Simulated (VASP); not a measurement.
# SrCl2 (R3m) in VASP: G0W0 quasiparticle levels with PBE

Aim: the G0W0 quasiparticle levels of SrCl2 with PBE.

All numbers are computed with VASP 6.6.1; they aren't measurements. Logs are shortened: lines on timing, memory, paths and dates and some standing lists are left out, and cuts for length are marked.

### 1 The cell of the first run

Symmetry: R3m, No. 160, trigonal system. The conventional cell has a = 4.171 Å, b = 4.171 Å, c = 18.405 Å, α = 90.00°, β = 90.00°, γ = 120.00°. Within 3.8 Å of Sr (site symmetry 3m) lie 6 Cl at 2.92 Å. Cl (site symmetry 3m) has 3 Sr at 2.92 Å and 4 Cl at 3.30 to 3.72 Å within 3.8 Å. Within 3.8 Å of Cl (site symmetry 3m) lie 3 Sr at 2.92 Å and 4 Cl at 3.30 to 3.72 Å.

### 2 G0W0 quasiparticle levels, PBE

Contents of POSCAR:

```
SrCl2
1.0
    2.0857437515      1.2042047164      6.1350485037
   -2.0857437515      1.2042047164      6.1350485037
    0.0000000000     -2.4084094327      6.1350485037
Sr Cl
1 2
Direct
    0.0002014278      0.0002014278      0.0002014278
    0.4227725643      0.4227725643      0.4227725643
    0.2436926746      0.2436926746      0.2436926746
```

Contents of INCAR.step1:

```
SYSTEM = SrCl2
PREC     = Accurate       ! precision mode
ENCUT    = 500            ! plane-wave cutoff, eV
EDIFF    = 1E-8           ! SCF threshold, eV
ISMEAR   = 0              ! smearing method
SIGMA    = 0.01           ! smearing width, eV
LREAL    = .FALSE.        ! projectors in reciprocal space
LASPH    = .TRUE.         ! aspherical terms in the spheres
NELM     = 60             ! most SCF steps
ALGO     = Normal         ! electronic algorithm
LWAVE    = .TRUE.         ! write WAVECAR
LCHARG   = .FALSE.        ! write CHGCAR
GGA      = PE             ! functional
```

Contents of INCAR.step2:

```
SYSTEM = SrCl2
PREC     = Accurate       ! precision mode
ENCUT    = 500            ! plane-wave cutoff, eV
EDIFF    = 1E-8           ! SCF threshold, eV
ISMEAR   = 0              ! smearing method
SIGMA    = 0.01           ! smearing width, eV
LREAL    = .FALSE.        ! projectors in reciprocal space
LASPH    = .TRUE.         ! aspherical terms in the spheres
NELM     = 1              ! most SCF steps
ALGO     = Exact          ! electronic algorithm
LWAVE    = .TRUE.         ! write WAVECAR
LCHARG   = .FALSE.        ! write CHGCAR
GGA      = PE             ! functional
NBANDS   = 287            ! bands
LOPTICS  = .TRUE.         ! frequency-dependent dielectric function
ISTART   = 1
```

Contents of INCAR.step3:

```
SYSTEM = SrCl2
PREC     = Accurate       ! precision mode
ENCUT    = 500            ! plane-wave cutoff, eV
EDIFF    = 1E-8           ! SCF threshold, eV
ISMEAR   = 0              ! smearing method
SIGMA    = 0.01           ! smearing width, eV
LREAL    = .FALSE.        ! projectors in reciprocal space
LASPH    = .TRUE.         ! aspherical terms in the spheres
ALGO     = EVGW0          ! electronic algorithm
LWAVE    = .FALSE.        ! write WAVECAR
LCHARG   = .FALSE.        ! write CHGCAR
GGA      = PE             ! functional
NELMGW   = 1            
NBANDS   = 287            ! bands
ENCUTGW  = 120.0          ! cutoff of the response function
NOMEGA   = 48             ! frequency points
PRECFOCK = Fast         
ISTART   = 1            
NBANDSGW = 20
```

Contents of KPOINTS:

```
regular mesh
0
G
  4 4 4
  0 0 0
```

Potentials or basis: VASP PAW PBE potentials, release 64 (Sr_sv_GW, Cl_GW).

Run with:

```sh
> cat potpaw_PBE.64/Sr_sv_GW/POTCAR potpaw_PBE.64/Cl_GW/POTCAR > POTCAR
> cp INCAR.step1 INCAR
> mpirun -np 1 vasp_std > vasp.out
> cp INCAR.step2 INCAR
> mpirun -np 1 vasp_std > vasp.out
> cp INCAR.step3 INCAR
> mpirun -np 1 vasp_std > vasp.out
```

OUTCAR:

```text
SYSTEM = SrCl2
   PREC = Accurate
   ENCUT = 500
   EDIFF = 1E-8
   ISMEAR = 0
   LREAL = .FALSE.
   LASPH = .TRUE.
   GGA = PE
   NELMGW = 1
   ENCUTGW = 120.0
   PRECFOCK = Fast
   ISTART = 1

 ion  position               nearest neighbor table
   1  0.000  0.000  0.000-   2 2.92   2 2.92   2 2.92   3 2.92   3 2.92   3 2.92
   2  0.423  0.423  0.423-   1 2.92   1 2.92   1 2.92
   3  0.244  0.244  0.244-   1 2.92   1 2.92   1 2.92

  LATTYP: Found a trigonal (rhomboedric) cell.
 ALAT       =     6.5908463902
 COS(alpha) =     0.7997052720

  Lattice vectors:

 A1 = (   2.0857437515,   1.2042047164,   6.1350485037)
 A2 = (  -2.0857437515,   1.2042047164,   6.1350485037)
 A3 = (   0.0000000000,  -2.4084094327,   6.1350485037)

Analysis of symmetry for initial positions (statically):
=====================================================================
 Subroutine PRICEL returns:
 Original cell was already a primitive cell.

 Routine SETGRP: Setting up the symmetry group for a
 trigonal (rhombohedral) supercell.

 Subroutine GETGRP returns: Found  6 space group operations
 (whereof  6 operations were pure point group operations)
 out of a pool of 12 trial point group operations.

The static configuration has the point symmetry C_3v.

Analysis of symmetry for dynamics (positions and initial velocities):
=====================================================================
 Subroutine PRICEL returns:
 Original cell was already a primitive cell.

 Routine SETGRP: Setting up the symmetry group for a
 trigonal (rhombohedral) supercell.

 Subroutine GETGRP returns: Found  6 space group operations
 (whereof  6 operations were pure point group operations)
 out of a pool of 12 trial point group operations.

The dynamic configuration has the point symmetry C_3v.

 Subroutine INISYM returns: Found  6 space group operations
 (whereof  6 operations are pure point group operations),
 and found     1 'primitive' translations

----------------------------------------------------------------------------------------

                                     Primitive cell

  volume of cell :      92.4550

  direct lattice vectors                    reciprocal lattice vectors
     2.085743751  1.204204716  6.135048504     0.239722641  0.138403931  0.054332632
    -2.085743751  1.204204716  6.135048504    -0.239722641  0.138403931  0.054332632
     0.000000000 -2.408409433  6.135048504     0.000000000 -0.276807862  0.054332632

  length of vectors
     6.590846390  6.590846390  6.590846390     0.282089751  0.282089751  0.282089751

  position of ions in fractional coordinates (direct lattice)
     0.000201428  0.000201428  0.000201428
     0.422772564  0.422772564  0.422772564
     0.243692675  0.243692675  0.243692675

  ion indices of the primitive-cell ions
   primitive index   ion index
                 1           1
                 2           2
                 3           3

----------------------------------------------------------------------------------------

 KPOINTS: regular mesh

Automatic generation of k-mesh.
 Grid dimensions read from file:
 generate k-points for:    4    4    4

 Generating k-lattice:

  Cartesian coordinates                     Fractional coordinates (reciprocal lattice)
     0.059930660  0.034600983  0.013583158     0.250000000 -0.000000000  0.000000000
    -0.059930660  0.034600983  0.013583158    -0.000000000  0.250000000  0.000000000
     0.000000000 -0.069201966  0.013583158     0.000000000  0.000000000  0.250000000

  Length of vectors
     0.070522438  0.070522438  0.070522438

  Shift w.r.t. Gamma in fractional coordinates (k-lattice)
     0.000000000  0.000000000  0.000000000

 Subroutine IBZKPT returns following result:
 ===========================================

 Found     13 irreducible k-points:

 Following reciprocal coordinates:
            Coordinates               Weight
  0.000000  0.000000  0.000000      1.000000
  0.250000 -0.000000  0.000000      6.000000
  0.500000 -0.000000  0.000000      3.000000
  0.250000  0.250000  0.000000      6.000000
  0.500000  0.250000  0.000000     12.000000
 -0.250000  0.250000  0.000000      6.000000
  0.500000  0.500000  0.000000      3.000000
  0.250000  0.250000  0.250000      2.000000
  0.500000  0.250000  0.250000      6.000000
 -0.250000  0.250000  0.250000      6.000000
  0.500000  0.500000  0.250000      6.000000
 -0.250000  0.500000  0.250000      6.000000
  0.500000  0.500000  0.500000      1.000000
   k-points           NKPTS =     13   k-points in BZ     NKDIM =     64   number of bands    NBANDS=    287
   number of dos      NEDOS =    301   number of ions     NIONS =      3
   total plane-waves  NPLWV = 110592
   dimension x,y,z NGX =    48 NGY =   48 NGZ =   48
   dimension x,y,z NGXF=    96 NGYF=   96 NGZF=   96
   ions per type =               1   2
   NGX,Y,Z   is equivalent  to a cutoff of  12.11, 12.11, 12.11 a.u.
   NGXF,Y,Z  is equivalent  to a cutoff of  24.21, 24.21, 24.21 a.u.
 SYSTEM =  SrCl2
   PREC   = accura    normal or accurate (medium, high low for compatibility)
   ISTART =      1    job   : 0-new  1-cont  2-samecut
   ICHARG =      0    charge: 1-file 2-atom 10-const
   ISPIN  =      1    spin polarized calculation?
   LNONCOLLINEAR =      F non collinear calculations
   LSORBIT =      F    spin-orbit coupling
   LASPH  =      T    aspherical Exc in radial PAW
   ENCUT  =  500.0 eV  36.75 Ry    6.06 a.u.  12.02 12.02 12.02*2*pi/ulx,y,z
   NELM   =     60;   NELMIN=  2; NELMDL=  0     # of ELM steps
   EDIFF  = 0.1E-07   stopping-criterion for ELM
   LREAL  =      F    real-space projection
   EDIFFG = 0.1E-06   stopping-criterion for IOM
   NSW    =      0    number of steps for IOM
   IBRION =     -1    ionic relax: 0-MD 1-quasi-New 2-CG
   NFREE  =      0    steps in history (QN), initial steepest desc. (CG)
   ISIF   =      0    stress and relaxation
   ISYM   =      3    0-nonsym 1-usesym 2-fastsym
   POTIM  = 0.5000    time-step for ionic-motion
   TEBEG  =    0.0;   TEEND  =   0.0 temperature during run
   PSTRESS=    0.0 pullay stress
   NELECT =      24.0000    total number of electrons
   NUPDOWN=      -1.0000    fix difference up-down
   EMIN   =  10.00;   EMAX   =-10.00  energy-range for DOS
   EFERMI =   0.00;   METHOD = LEGACY
   ISMEAR =     0;   SIGMA  =   0.01  broadening in eV -4-tet -1-fermi 0-gaus
   EFERMI_NEDOS =   21; number of points for ismear=-14 and -15
   IALGO  =     38    algorithm
   IMIX   =      4    mixing-type and parameters
     AMIX     =   0.40;   BMIX     =  1.00
     AMIX_MAG =   1.60;   BMIX_MAG =  1.00
  volume/ion in A,a.u.               =      30.82       207.97
  Fermi-wavevector in a.u.,A,eV,Ry     =   1.044324  1.973485 14.838673  1.090612
  Thomas-Fermi vector in A             =   2.179071
   LORBIT       =      0    0 simple, 1 ext, 2 COOP (PROOUT), +10 PAW based schemes
   GGA     = PE    functional components
   LHFCALC =     T    Hartree Fock is set to
   PRECFOCK=fast      Normal, Fast or Accurate (Low or Medium for compatibility)
   ENCUT4O =  -1.0   cutoff for four orbital integrals eV
   NKREDX  =     1    reduce k-point grid by
   NKREDY  =     1    reduce k-point grid by
   NKREDZ  =     1    reduce k-point grid by
   AEXX    =    1.0000 exact exchange contribution
   HFSCREEN=    0.0000 screening length (either q_TF or 0.3 A-1)
   HFSCREENC=   0.0000 screening length for correlation (either q_TF or 0.3 A-1)
   ENCUTFOCK=  -1.0 apply spherical cutoff to Coloumb kernel
   IVDW    =     0    specifies the selected vdW correction
   LEPSILON=     F    determine dielectric tensor
   LRPA    =     F    only Hartree local field effects (RPA)
   LRPAFORCE           =     F    calculate RPA forces
   ENCUTGW             = 120.0    cutoff for response function in eV
   ENCUTGWSOFT         =  96.0    soft cutoff for Coulomb kernel in GW response function in eV
   ENCUTLF             =  -1.0    cutoff for local field effects
   NELMGW              =     1    number of iterations in solving QP/BSE equation
   NELMHF              =     1    number of iterations in the inner HF iteration
   NKREDLFX            =     1    NKREDLFY  =   1   NKREDLFZ  =   1
 non-spin polarized calculation
 Gauss-broadening in eV      SIGMA  =   0.01
  energy-cutoff  :      500.00
  volume of cell :       92.46
 maximum number of plane-waves:      2398
  NGX = 28; NGY = 28; NGZ = 28
   NGX = 23   NGY = 23   NGZ = 23
 maximum number of plane-waves:       286
 NGX is ok and might be reduce to    28

 QP shifts <psi_nk| G(iteration)W_0 |psi_nk>: iteration 1
 for sc-GW calculations column KS-energies equals QP-energies in previous step
 and V_xc(KS)=  KS-energies - (<T + V_ion + V_H > + <T+V_H+V_ion>^1  + <V_x>^1)

 k-point   1 :       0.0000    0.0000    0.0000
  band No.  KS-energies  QP-energies   sigma(KS)   V_xc(KS)     V^pw_x(r,r')   Z            occupation Imag(sigma)

      1     -33.0732     -34.6384     -19.9417     -17.4632     -28.9681       0.6315       2.0000       0.9278
      2     -15.2988     -17.6004     -19.1763     -16.1611     -23.1426       0.7633       2.0000       0.4055
      3     -15.0434     -17.5640     -19.7997     -16.6362     -23.0983       0.7968       2.0000       0.2248
      4     -15.0434     -17.5640     -19.7997     -16.6362     -23.0983       0.7968       2.0000       0.2248
      5     -13.1450     -14.3164     -16.7825     -15.0364     -24.2727       0.6709       2.0000       1.3461
      6     -12.3124     -13.5957     -17.7942     -15.9534     -24.5045       0.6971       2.0000       1.0749
[... 12 lines left out ...]
     19       8.1245       8.8544      -6.5273      -7.3993      -3.2054       0.8371       0.0000      -0.1359
     20      10.6074      11.3116      -6.5502      -7.3913      -2.9702       0.8373       0.0000      -0.2025

 k-point   2 :       0.2500   -0.0000    0.0000
  band No.  KS-energies  QP-energies   sigma(KS)   V_xc(KS)     V^pw_x(r,r')   Z            occupation Imag(sigma)

      1     -33.0651     -34.6384     -19.9476     -17.4727     -28.9733       0.6357       2.0000       0.9270
      2     -15.3020     -17.6694     -19.3047     -16.2399     -23.0802       0.7725       2.0000       0.3630
      3     -15.1913     -17.5856     -19.3860     -16.3010     -23.1063       0.7761       2.0000       0.3408
      4     -15.0731     -17.5970     -19.7678     -16.5968     -23.0757       0.7959       2.0000       0.2302
      5     -12.8578     -14.1092     -17.2929     -15.4565     -24.3090       0.6814       2.0000       1.2032
      6     -12.4644     -13.7014     -17.5555     -15.7629     -24.5156       0.6901       2.0000       1.1357
[... 12 lines left out ...]
     19       9.6350      10.5827      -7.3888      -8.5362      -3.8283       0.8259       0.0000      -0.1625
     20      10.3705      11.4336      -7.6248      -8.9158      -3.9688       0.8235       0.0000      -0.1728
[... 222 lines left out ...]
      3     -15.1589     -17.6695     -19.6562     -16.4707     -22.9927       0.7882       2.0000       0.2440
      4     -15.0754     -17.5643     -19.6358     -16.4658     -23.0555       0.7851       2.0000       0.2632
      5     -12.6923     -13.8604     -17.2096     -15.4734     -24.4945       0.6728       2.0000       1.2275
      6     -12.5444     -13.8410     -17.6880     -15.8284     -24.4207       0.6972       2.0000       1.1022
[... 12 lines left out ...]
     19       9.8595      10.9312      -7.8574      -9.1589      -4.2243       0.8234       0.0000      -0.1659
     20      10.3777      11.5889      -8.5600     -10.0495      -4.7431       0.8132       0.0000      -0.1949

 k-point  13 :       0.5000    0.5000    0.5000
  band No.  KS-energies  QP-energies   sigma(KS)   V_xc(KS)     V^pw_x(r,r')   Z            occupation Imag(sigma)

      1     -33.0733     -34.6346     -19.9418     -17.4634     -28.9682       0.6300       2.0000       0.9277
      2     -15.3193     -17.5949     -19.1024     -16.1061     -23.1433       0.7595       2.0000       0.4310
      3     -15.0434     -17.5564     -19.7995     -16.6360     -23.0981       0.7944       2.0000       0.2248
      4     -15.0434     -17.5564     -19.7995     -16.6360     -23.0981       0.7944       2.0000       0.2248
      5     -12.9647     -14.1219     -16.9571     -15.2286     -24.3870       0.6695       2.0000       1.2905
      6     -12.4944     -13.8120     -17.6622     -15.7726     -24.3546       0.6973       2.0000       1.1027
[... 12 lines left out ...]
     19       7.2624       8.7991      -9.3003     -11.1625      -5.6440       0.8252       0.0000      -0.1344
     20      11.2411      12.4591      -7.7120      -9.1845      -4.0865       0.8271       0.0000      -0.1653
```

Run time: 81 min. Hardware: 1 thread of Intel Xeon 8259CL, shared host; peak memory 1.8 GiB.

Results:

```yaml
Quasiparticle_gap: 6.51 eV
Least_direct_quasiparticle_gap: 6.51 eV
Band_gap_of_the_starting_levels_on_the_mesh: 4.34 eV
Least_direct_gap_of_the_starting_levels_on_the_mesh: 4.34 eV
```

Caveat: the k points lie up to 0.44 Å⁻¹ apart; bands, screening cutoff and mesh are small and nothing is extrapolated, so the quasiparticle values aren't converged.
